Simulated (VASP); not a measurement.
Input of a VASP 6.6.1 run:

File INCAR:

```
PREC = Accurate
ENCUT = 520
EDIFF = 1E-6
ISMEAR = -1
SIGMA = 0.05
LREAL = False
LASPH = True
NELM = 150
ALGO = Normal
ISIF = 2
LWAVE = False
LCHARG = False
ISPIN = 2
MAGMOM = 0.8
LORBIT = 11
NUPDOWN = 0.8
LMAXMIX = 6
GGA = PS
NBANDS = 22
```

The input KPOINTS:

```
regular mesh
0
Gamma
  7 7 7
```

POSCAR

```
Yb
1.0
   -2.1514830000      2.1514830000      2.1514830000
    2.1514830000     -2.1514830000      2.1514830000
    2.1514830000      2.1514830000     -2.1514830000
Yb
1
Direct
    0.0000000000      0.0000000000      0.0000000000
```

Potentials or basis: VASP PAW PBE potentials, release 64 (Yb).

Command:

```sh
$ cat potpaw_PBE.64/Yb/POTCAR > POTCAR
$ mpirun -np 1 vasp_std > vasp.out
```

(1) What does it give for the pressure?

Results:

(1) -4.4 GPa.

Caveat: the cell stands under tension; the PAW data sets were made with another functional, which shifts forces and pressure a little; the total moment is fixed, so each spin has its own Fermi level.
